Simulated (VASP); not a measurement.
# C: relaxation of cell and atoms with r2SCAN

Crystal: C.

```
C
1.0
     2.51153    0.00000    0.00000
    -1.25577    2.17505    0.00000
     0.00000    0.00000    4.18043
C
4
Direct
  0.33333 0.66667 0.00023
  0.66667 0.33333 0.50023
  0.33333 0.66667 0.37477
  0.66667 0.33333 0.87477
```

```json
{
  "Program": "VASP 6.6.1",
  "Task": "relaxation of cell and atoms",
  "Functional": "r2SCAN",
  "Potentials or basis": "VASP PAW PBE potentials, release 64 (C)",
  "Cutoff": "600 eV",
  "k mesh": "12 × 12 × 6",
  "Occupations": "fermi-dirac, width 0.02 eV",
  "Spin": "no spin polarisation",
  "Dipole correction": "no",
  "Further INCAR settings": "ALGO = Normal; EDIFF = 1e-06; IBRION = 2; EDIFFG = -0.005; NSW = 80; ISIF = 3"
}
```

```json
{"Relaxed volume": "5.66 Å³/atom", "Relaxed cell": "a = 2.504 Å, b = 2.504 Å, c = 4.170 Å, α = 90.00°, β = 90.00°, γ = 120.00°", "Space group after relaxing (to 0.1 Å)": "P6_3/mmc (No. 194)", "Energy gained by relaxing": "0.6 meV/atom", "Ionic steps": "6", "Pressure after relaxing": "-0.1 GPa", "Band gap on the k mesh": "3.56 eV (least direct gap 5.19 eV)"}
```

Step by step:
```csv
step,energy change (eV),largest force (eV/Å),pressure (GPa),volume (Å³)
1,0.0000,0.0025,-3.87,22.84
2,0.0017,0.0317,5.22,22.38
3,-0.0024,0.0118,0.00,22.64
4,-0.0024,0.0115,-0.06,22.64
5,-0.0024,0.0266,-0.08,22.64
6,-0.0024,0.0011,-0.08,22.64
```

Final structure:
```
CELL_PARAMETERS angstrom
2.50400 0.00000 0.00000
-1.25200 2.16853 0.00000
0.00000 0.00000 4.16990
ATOMIC_POSITIONS crystal
C 0.33333 0.66667 0.00026
C 0.66667 0.33333 0.50026
C 0.33333 0.66667 0.37474
C 0.66667 0.33333 0.87474
```

Levels at points of the mesh, in eV from the valence-band top:
| k point | band 6 | band 7 | band 8 | band 9 | band 10 | band 11 |
| --- | --- | --- | --- | --- | --- | --- |
| (0.00, 0.00, 0.00) | -0.50 | 0.00 | 0.00 | 5.19 | 5.19 | 5.58 |
| (0.50, 0.00, 0.00) | -6.84 | -6.23 | -3.34 | 4.72 | 8.57 | 8.71 |
| (0.00, 0.00, 0.50) | -1.97 | -1.97 | -1.97 | 7.61 | 7.61 | 7.61 |
| (0.50, 0.00, 0.50) | -5.41 | -5.13 | -5.13 | 6.18 | 6.18 | 6.82 |

It took 2.2 min on 1 thread of Intel(R) Xeon(R) 6975P-C (Granite Rapids) (shared host), peak memory 0.14 GiB.

Caveat: the PAW data sets were made with another functional, which shifts forces and pressure a little. A k mesh can miss the band edges.
